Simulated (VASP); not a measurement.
GaAs:

```
Ga As
1.0
     0.00000    2.83309    2.83309
     2.83309    0.00000    2.83309
     2.83309    2.83309    0.00000
Ga As
1 1
Direct
  0.00000 0.00000 0.00000
  0.25000 0.25000 0.25000
```

Base run:

* Program: VASP 6.6.1
* Functional: PBE
* Potentials or basis: VASP PAW PBE potentials, release 64 (Ga_d, As)
* Cutoff: 520 eV
* k mesh: 6 × 6 × 6
* Occupations: gaussian, width 0.01 eV
* Spin: no spin polarisation

Its results: band gap on the k mesh 0.47 eV, direct; pressure 2.9 GPa.

Question: The run is repeated on the same cell with these changes: further incar settings from ALGO = Normal; EDIFF = 1e-06; NBANDS = 16; ISYM = 0 to ALGO = Normal; EDIFF = 1e-06; NBANDS = 16; dispersion from none to D4. What comes out?

Answer: Band gap on the k mesh 0.47 eV, direct; pressure 0.0 GPa.

